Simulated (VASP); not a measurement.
# Si6N (R-3) in VASP: notebook

Runs on Si6N. Level: PBE. Tasks: relaxation of cell and atoms, single point.

Program: VASP 6.6.1. These are calculated values, not measurements. Logs are shortened: lines on timing, memory, paths and dates and some standing lists are left out, and cuts for length are marked.

## Step 1: The cell of the first run

The structure is trigonal, space group R-3 (No. 148). The conventional cell has a = 5.062 Å, b = 5.062 Å, c = 13.808 Å, α = 90.00°, β = 90.00°, γ = 120.00°. Within 2.5 Å of Si (site symmetry 1) lie 1 N at 1.86 Å. N (site symmetry -3) has 6 Si at 1.86 Å within 2.5 Å.

## Step 2: Relaxation of cell and atoms, PBE

INCAR

```
SYSTEM = Si6N
PREC = Accurate ; ENCUT = 600
EDIFF = 1E-7 ; ISMEAR = 0
SIGMA = 0.1 ; LREAL = .False.
LASPH = .True. ; NELM = 100
ALGO = Normal ; ISIF = 3
LWAVE = .False. ; LCHARG = .False.
GGA = PE ; IBRION = 2
NSW = 90 ; EDIFFG = -0.04
```

KPOINTS

```
regular mesh
0
Gamma
  6 6 6
  0 0 0
```

POSCAR

```
Si6N
1.0
    2.5307658100      1.4611383200      4.6027217300
   -2.5307658100      1.4611383200      4.6027217300
    0.0000000000     -2.9222766400      4.6027217300
Si N
6 1
Direct
    0.7751936500      0.3763015900      0.0819004800
    0.2248063500      0.6236984100      0.9180995200
    0.3763015900      0.0819004800      0.7751936500
    0.0819004800      0.7751936500      0.3763015900
    0.6236984100      0.9180995200      0.2248063500
    0.9180995200      0.2248063500      0.6236984100
    0.0000000000      0.0000000000      0.0000000000
```

Potentials or basis: VASP PAW PBE potentials, release 64 (Si, N).

The run is started by

```
$ cat potpaw_PBE.64/Si/POTCAR potpaw_PBE.64/N/POTCAR > POTCAR
$ mpirun -np 1 vasp_std > vasp.out
```

OUTCAR:

```text
SYSTEM = Si6N
   PREC = Accurate
   ENCUT = 600
   EDIFF = 1E-7
   ISMEAR = 0
   LREAL = .False.
   LASPH = .True.
   NELM = 100
   ISIF = 3
   GGA = PE
   IBRION = 2
   NSW = 90
   EDIFFG = -0.04

 ion  position               nearest neighbor table
   1  0.775  0.376  0.082-   7 1.86   6 2.63   5 2.63   3 2.64   4 2.64   2 2.92   2 2.95   6 3.02
                             5 3.02   3 3.05   4 3.05   4 3.10   3 3.10
   2  0.225  0.624  0.918-   7 1.86   4 2.63   3 2.63   5 2.64   6 2.64   1 2.92   1 2.95   4 3.02
                             3 3.02   5 3.05   6 3.05   6 3.10   5 3.10
   3  0.376  0.082  0.775-   7 1.86   2 2.63   6 2.63   4 2.64   1 2.64   5 2.92   5 2.95   6 3.02
                             2 3.02   1 3.05   4 3.05   4 3.10   1 3.10
   4  0.082  0.775  0.376-   7 1.86   2 2.63   5 2.63   3 2.64   1 2.64   6 2.92   6 2.95   2 3.02
                             5 3.02   3 3.05   1 3.05   1 3.10   3 3.10
   5  0.624  0.918  0.225-   7 1.86   1 2.63   4 2.63   6 2.64   2 2.64   3 2.92   3 2.95   4 3.02
                             1 3.02   2 3.05   6 3.05   6 3.10   2 3.10
   6  0.918  0.225  0.624-   7 1.86   1 2.63   3 2.63   5 2.64   2 2.64   4 2.92   4 2.95   1 3.02
                             3 3.02   5 3.05   2 3.05   2 3.10   5 3.10
   7  0.000  0.000  0.000-   3 1.86   5 1.86   4 1.86   6 1.86   1 1.86   2 1.86

  LATTYP: Found a trigonal (rhomboedric) cell.
 ALAT       =     5.4520407279
 COS(alpha) =     0.5690610696

  Lattice vectors:

 A1 = (   2.5307658100,   1.4611383200,   4.6027217300)
 A2 = (  -2.5307658100,   1.4611383200,   4.6027217300)
 A3 = (   0.0000000000,  -2.9222766400,   4.6027217300)

Analysis of symmetry for initial positions (statically):
=====================================================================
 Subroutine PRICEL returns:
 Original cell was already a primitive cell.

 Routine SETGRP: Setting up the symmetry group for a
 trigonal (rhombohedral) supercell.

 Subroutine GETGRP returns: Found  6 space group operations
 (whereof  6 operations were pure point group operations)
 out of a pool of 12 trial point group operations.

The static configuration has the point symmetry S_6 .

Analysis of symmetry for dynamics (positions and initial velocities):
=====================================================================
 Subroutine PRICEL returns:
 Original cell was already a primitive cell.

 Routine SETGRP: Setting up the symmetry group for a
 trigonal (rhombohedral) supercell.

 Subroutine GETGRP returns: Found  6 space group operations
 (whereof  6 operations were pure point group operations)
 out of a pool of 12 trial point group operations.

The dynamic configuration has the point symmetry S_6 .

 Subroutine INISYM returns: Found  6 space group operations
 (whereof  6 operations are pure point group operations),
 and found     1 'primitive' translations
[... 127 lines left out ...]
  Fermi-wavevector in a.u.,A,eV,Ry     =   1.076063  2.033464 15.754347  1.157912
  Thomas-Fermi vector in A             =   2.211937
   LORBIT       =      0    0 simple, 1 ext, 2 COOP (PROOUT), +10 PAW based schemes
   GGA     = PE    functional components
   LHFCALC =     F    Hartree Fock is set to
   AEXX    =    0.0000 exact exchange contribution
   IVDW    =     0    specifies the selected vdW correction
   LEPSILON=     F    determine dielectric tensor
   LRPA    =     F    only Hartree local field effects (RPA)
 conjugate gradient relaxation of ions
 non-spin polarized calculation
 Gauss-broadening in eV      SIGMA  =   0.10
  energy-cutoff  :      600.00
  volume of cell :      102.12
 maximum number of plane-waves:      3420
 NGX is ok and might be reduce to    48
   NGX = 21   NGY = 21   NGZ = 21

--------------------------------------- Ionic step        1  -------------------------------------------

 number of electron      29.0000000 magnetization

 Free energy of the ion-electron system (eV)
  ---------------------------------------------------
  ext. energy  EPLUGINS =         0.00000000
  ---------------------------------------------------
  free energy    TOTEN  =       -33.80551792 eV

  energy without entropy =      -33.79115602  energy(sigma->0) =      -33.79833697

------------------------ aborting loop because EDIFF is reached ----------------------------------------

  FORCE on cell =-STRESS in cart. coord.  units (eV):
  Direction    XX          YY          ZZ          XY          YZ          ZX
  --------------------------------------------------------------------------------------
  -------------------------------------------------------------------------------------
  Total        7.8348536      7.8348536      4.3524090      0.0000000      0.0000000      0.0000000
  in kB      122.9227340    122.9227338     68.2858972      0.0000003      0.0000000      0.0000000
  external PRESSURE =     104.7104550 kB  Pullay stress =       0.0000000 kB
[... 104 lines left out ...]
  FREE ENERGIE OF THE ION-ELECTRON SYSTEM (eV)
  ---------------------------------------------------
  free  energy   TOTEN  =       -35.0806781722 eV

  energy  without entropy=      -35.0589347181  energy(sigma->0) =      -35.06980645

 E-fermi :   9.8060     XC(G=0): -11.1910

 val. band max:        9.7815176895   @ k =   0.5000   0.1667   0.1667
 cond. band min:       9.8409541938   @ k =   0.3333   0.3333  -0.0000
 fundamental gap:      0.0594365043
 Fermi energy:         9.8060430016

 k-point     1 :       0.0000    0.0000    0.0000
  band No.  band energies     occupation
      1      -7.6277      2.00000
      2      -2.1653      2.00000
      3       1.3890      2.00000
      4       1.3890      2.00000
      5       1.8585      2.00000
      6       3.5108      2.00000
[... 493 lines left out ...]
     17      10.9445      0.00000
     18      12.0026      0.00000

 [... further k-points ...]

[... ionic steps 4 to 14 ...]

--------------------------------------- Ionic step       15  -------------------------------------------

 number of electron      29.0000000 magnetization

------------------------ aborting loop because EDIFF is reached ----------------------------------------
[... 77 lines left out ...]
--------------------------------------- Ionic step       17  -------------------------------------------

 number of electron      29.0000000 magnetization

 Free energy of the ion-electron system (eV)
  ---------------------------------------------------
  ext. energy  EPLUGINS =         0.00000000
  ---------------------------------------------------
  free energy    TOTEN  =       -37.33001409 eV

  energy without entropy =      -37.31692124  energy(sigma->0) =      -37.32346766

 E-fermi :  10.4495     XC(G=0): -11.4296

 val. band max:       10.4337509584   @ k =   0.5000   0.3333   0.1667
 cond. band min:      10.4575658441   @ k =   0.1667  -0.1667  -0.3333
 fundamental gap:      0.0238148857
 Fermi energy:        10.4495077174

 k-point     1 :       0.0000    0.0000    0.0000
  band No.  band energies     occupation
      1      -6.6031      2.00000
      2      -1.7224      2.00000
      3       2.4116      2.00000
      4       2.4116      2.00000
      5       3.2573      2.00000
      6       3.7426      2.00000
[... 529 lines left out ...]
  FREE ENERGIE OF THE ION-ELECTRON SYSTEM (eV)
  ---------------------------------------------------
  free  energy   TOTEN  =       -37.3300140851 eV

  energy  without entropy=      -37.3169212376  energy(sigma->0) =      -37.32346766

 reached required accuracy - stopping structural energy minimisation
```

CONTCAR:

```text
Si6N
   1.00000000000000
     2.5109235924915891    1.4496824092185743    4.1262814554034870
    -2.5109235914144237    1.4496824110842792    4.1262814554034870
    -0.0000000010771656   -2.8993648203028530    4.1262814554034870
  Si              N
     6     1
Direct
     0.7206051131738944    0.4648494100854052    0.0746154565463714
     0.2793948868261057    0.5351505899145950    0.9253845434536287
     0.4648494100866585    0.0746154565477281    0.7206051131712843
     0.0746154565451181    0.7206051131725376    0.4648494100880152
     0.5351505899133415    0.9253845434522722    0.2793948868287154
     0.9253845434548821    0.2793948868274622    0.5351505899119851
     0.0000000000000000    0.0000000000000000    0.0000000000000000

  0.00000000E+00  0.00000000E+00  0.00000000E+00
  0.00000000E+00  0.00000000E+00  0.00000000E+00
  0.00000000E+00  0.00000000E+00  0.00000000E+00
  0.00000000E+00  0.00000000E+00  0.00000000E+00
  0.00000000E+00  0.00000000E+00  0.00000000E+00
  0.00000000E+00  0.00000000E+00  0.00000000E+00
  0.00000000E+00  0.00000000E+00  0.00000000E+00
```

Run time: 17 min. Hardware: 1 thread of Intel Xeon 6975P-C (Granite Rapids), shared host; peak memory 0.37 GiB.

What came out:

```
Free energy                            : -37.3300 eV
Relaxed volume                         : 12.87 Å³/atom
Relaxed cell                           : a = 5.043 Å, b = 5.043 Å, c = 5.043 Å, α = 59.72°, β = 59.72°, γ = 59.72°
Space group after relaxing (to 0.05 Å) : R-3 (No. 148)
Energy gained by relaxing              : 503.5 meV/atom
Ionic steps                            : 17
Pressure after relaxing                : -0.1 GPa
Largest force after relaxing           : 0.024 eV/Å
```

Forces on the atoms (eV/Å):
```
Si  -0.023  0.006 -0.001
Si   0.023 -0.006  0.001
Si   0.017  0.017 -0.001
Si   0.006 -0.023 -0.001
Si  -0.017 -0.017  0.001
Si  -0.006  0.023  0.001
N    0.000  0.000  0.000
```

Step by step:
| step | energy change (eV) | largest force (eV/Å) | pressure (GPa) | volume (Å³) |
| --- | --- | --- | --- | --- |
| 1 | 0.0000 | 2.8563 | 10.47 | 102.12 |
| 2 | -1.2555 | 0.7199 | -9.63 | 116.85 |
| 3 | -1.2752 | 0.8952 | -7.86 | 114.70 |
| 4 | -2.1944 | 0.9652 | -7.76 | 106.17 |
| 5 | -2.6972 | 2.1592 | 14.36 | 82.86 |
| 6 | -3.1114 | 0.7616 | -3.34 | 95.39 |
| 7 | -3.2345 | 1.0889 | 4.00 | 88.10 |
| 8 | -3.2713 | 0.8371 | 0.66 | 90.72 |
| 9 | -3.2729 | 0.8673 | 1.16 | 90.27 |
| 10 | -3.4809 | 0.3697 | 1.24 | 89.24 |
| 11 | -3.4958 | 0.2202 | 1.60 | 88.89 |
| 12 | -3.5125 | 0.0960 | -1.46 | 91.30 |
| 13 | -3.5143 | 0.1149 | -0.77 | 90.71 |
| 14 | -3.5213 | 0.0757 | -0.06 | 90.15 |
| 15 | -3.5217 | 0.0838 | 0.17 | 89.98 |
| 16 | -3.5241 | 0.0420 | 0.03 | 90.06 |
| 17 | -3.5245 | 0.0240 | -0.06 | 90.12 |

Final structure:
```yaml
crystal:
  lattice:
    - [2.51092, 1.44968, 4.12628]
    - [-2.51092, 1.44968, 4.12628]
    - [0.00000, -2.89936, 4.12628]
  atoms:
    - { symbol: Si, position: [0.72061, 0.46485, 0.07462] }
    - { symbol: Si, position: [0.27939, 0.53515, 0.92538] }
    - { symbol: Si, position: [0.46485, 0.07462, 0.72061] }
    - { symbol: Si, position: [0.07462, 0.72061, 0.46485] }
    - { symbol: Si, position: [0.53515, 0.92538, 0.27940] }
    - { symbol: Si, position: [0.92538, 0.27939, 0.53515] }
    - { symbol: N, position: [0.00000, 0.00000, 0.00000] }
```

## Step 3: Single point, PBE

This run uses another cell than the first one, of 12.87 Å³/atom, 0.882 times its volume.

INCAR

```
PREC = Accurate
ENCUT = 520
EDIFF = 1E-7
ISMEAR = 0
SIGMA = 0.1
LREAL = F
LASPH = T
NELM = 60
ALGO = Normal
ISIF = 2
LWAVE = F
LCHARG = T
GGA = PE
LELF = T
LVHAR = T
NBANDS = 24
```

KPOINTS

```
regular mesh
0
Gamma
  12 12 12
```

POSCAR

```
Si6N
1.0
    2.5067109576      1.4472502461      4.1388759294
   -2.5067109576      1.4472502461      4.1388759294
    0.0000000000     -2.8945004923      4.1388759294
Si N
6 1
Direct
    0.9240228309      0.5355501391      0.2809176482
    0.0759771691      0.4644498609      0.7190823518
    0.2809176482      0.9240228309      0.5355501391
    0.5355501391      0.2809176482      0.9240228309
    0.7190823518      0.0759771691      0.4644498609
    0.4644498609      0.7190823518      0.0759771691
    0.0000000000      0.0000000000      0.0000000000
```

Potentials or basis: VASP PAW PBE potentials, release 64 (Si, N).

The run is started by

```
$ cat potpaw_PBE.64/Si/POTCAR potpaw_PBE.64/N/POTCAR > POTCAR
$ mpirun -np 1 vasp_std > vasp.out
```

It took 8.1 min on 1 thread of Intel Xeon 6975P-C (Granite Rapids), shared host; peak memory 0.58 GiB.

The run converged. Its results:

| Property | Result |
| --- | --- |
| Free energy | -37.3437 eV |
| Pressure | 0.0 GPa |
| Largest force | 0.006 eV/Å |

Forces in eV/Å, atoms in the order of the input:
```
Si   0.004 -0.004 -0.002
Si  -0.004  0.004  0.002
Si   0.001  0.006 -0.002
Si  -0.006 -0.002 -0.002
Si  -0.001 -0.006  0.002
Si   0.006  0.002  0.002
N    0.000  0.000  0.000
```

Levels at points of the mesh, in eV from the Fermi level:
| k point | band 12 | band 13 | band 14 | band 15 | band 16 | band 17 |
| --- | --- | --- | --- | --- | --- | --- |
| (0.00, 0.00, 0.00) | -4.09 | -3.82 | -3.82 | -3.42 | 2.21 | 2.21 |
| (0.50, 0.00, 0.00) | -2.83 | -1.78 | -1.05 | 0.61 | 1.42 | 1.97 |
| (0.50, 0.50, 0.00) | -1.17 | -0.54 | -0.52 | 0.03 | 0.44 | 0.90 |
| (0.50, 0.50, 0.50) | -2.63 | -2.19 | -2.19 | 1.73 | 2.10 | 2.10 |
